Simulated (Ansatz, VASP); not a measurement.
**HfO2 in VASP and in Ansatz**

```xyz
3
Lattice="0.0000 2.5488 2.5488 2.5488 0.0000 2.5488 2.5488 2.5488 0.0000" Properties=species:S:1:pos:R:3 pbc="T T T"
Hf    0.0000    0.0000    0.0000
O     1.2744    1.2744    1.2744
O     3.8232    3.8232    3.8232
```

Alike in both runs: task single point; functional PBE; k mesh 8 × 8 × 8; occupations gaussian, width 0.02 eV; non-collinear spin, spin-orbit coupling.

```csv
,VASP,Ansatz
version,VASP 6.6.1,Ansatz 0.2.0
potentials or method,"VASP PAW PBE potentials, release 64 (Hf_pv, O), cutoff 520 eV","plane waves, PAW"
valence electrons in the cell,22,38
```

VASP gave:

- pressure (GPa): -3.5
- net moment per atom (μB): 0.00

Question: What did Ansatz give for the same quantities?

Answer: Pressure (GPa): -0.2; net moment per atom (μB): 0.00.

VASP's potentials hold 22 valence electrons a cell and Ansatz's 38, so a difference there can come from the potentials and not from the codes.
